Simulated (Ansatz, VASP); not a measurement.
**Fe in VASP and in Ansatz**

File INCAR:

```
ALGO = Fast
EDIFF = 1E-6
ENCUT = 520
GGA = PS
ISIF = 2
ISMEAR = 0
LASPH = True
LCHARG = False
LREAL = False
LWAVE = False
NBANDS = 15
NELM = 100
PREC = Accurate
SIGMA = 0.15
```

Contents of KPOINTS:

```
k-points
0
Gamma
  24 24 14
```

POSCAR

```
Fe
1.0
    2.5696603029      0.0000000000      0.0000000000
   -1.2848301515      2.2253911014      0.0000000000
    0.0000000000      0.0000000000      3.4474335477
Fe
2
Direct
    0.3333333333      0.6666666667      0.2500000000
    0.6666666667      0.3333333333      0.7500000000
```

Input for Ansatz:

```yaml
crystal:
  lattice:
    - [2.5696603029, 0.0, 0.0]
    - [-1.2848301515, 2.2253911014, 0.0]
    - [0.0, 0.0, 3.4474335477]
  atoms:
    - { symbol: Fe, position: [0.3333333333, 0.6666666667, 0.25] }
    - { symbol: Fe, position: [0.6666666667, 0.3333333333, 0.75] }
basis:
  ecutwfc: 420
kpoints:
  mp_grid: { grid: [24, 24, 14] }
hamiltonian:
  xc: pbesol
scf:
  occupations: { method: gaussian, width: 0.15 }
output:
  forces: true
  stress: true
  eigenvalues: true
```

Alike in both runs: task single point; functional PBEsol; k mesh 24 × 24 × 14; occupations gaussian, width 0.15 eV; no spin polarisation.

```csv
,VASP,Ansatz
version,VASP 6.6.1,Ansatz 0.2.0
potentials or method,"VASP PAW PBE potentials, release 64 (Fe), cutoff 520 eV","scalar-relativistic, plane waves, PAW"
valence electrons in the cell,16,32
```

```csv
,VASP,Ansatz,Ansatz less VASP
gap on the k mesh at the Fermi level (eV),none,none,-
pressure (GPa),7.4,8.0,+0.58
"traceless stress, the component that is largest in VASP (GPa)",42.18,43.60,+1.427
```

VASP's potentials were made for PBE, not for PBEsol. A gap of «none» marks a metal or a gap that the smearing closes. VASP's potentials hold 16 valence electrons a cell and Ansatz's 32, so a difference there can come from the potentials and not from the codes.
